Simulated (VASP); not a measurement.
Wanted: the native input for a VASP 6.6.1 run.

```yaml
Task: single point
Functional: PBEsol
Potentials_or_basis: VASP PAW PBE potentials, release 64 (Hg, Te)
Cutoff: 500 eV
k_mesh: 4 × 4 × 4
Occupations: gaussian, width 0.05 eV
Spin: no spin polarisation
Dipole_correction: no
Further_INCAR_settings: ALGO = Normal; EDIFF = 1e-06; NBANDS = 16
```

The structure of HgTe lies in POSCAR:

```
HgTe
1.0
    0.0000000000      3.2676096432      3.2676096432
    3.2676096432      0.0000000000      3.2676096432
    3.2676096432      3.2676096432      0.0000000000
Hg Te
1 1
Direct
    0.0000000000      0.0000000000      0.0000000000
    0.2500000000      0.2500000000      0.2500000000
```

The input as run:

INCAR

```
SYSTEM = HgTe
PREC = Accurate
ENCUT = 500
EDIFF = 1E-6
ISMEAR = 0
SIGMA = 0.05
LREAL = .False.
LASPH = .True.
NELM = 120
ALGO = Normal
ISIF = 2
LWAVE = .False.
LCHARG = .True.
GGA = PS
LELF = .True.
LVHAR = .True.
NBANDS = 16
GGA_COMPAT = .False.
```

KPOINTS

```
regular mesh
0
Gamma
  4 4 4
  0 0 0
```

Potentials or basis: VASP PAW PBE potentials, release 64 (Hg, Te).

The run is started by

```console
$ cat potpaw_PBE.64/Hg/POTCAR potpaw_PBE.64/Te/POTCAR > POTCAR
$ mpirun -np 1 vasp_std > vasp.out
```

It gave:

| Quantity | Value |
| --- | --- |
| Pressure | 0.1 GPa |
| Band gap on the k mesh | zero (filled and empty bands touch) |

Caveat: the k points lie up to 0.42 Å⁻¹ apart; the PAW data sets were made with another functional, which shifts forces and pressure a little; spin-orbit coupling is left out, which moves the levels of the heavy elements.

It took 21 s on 1 thread of Intel Xeon 8259CL, on a shared host, peak memory 0.2 GiB.
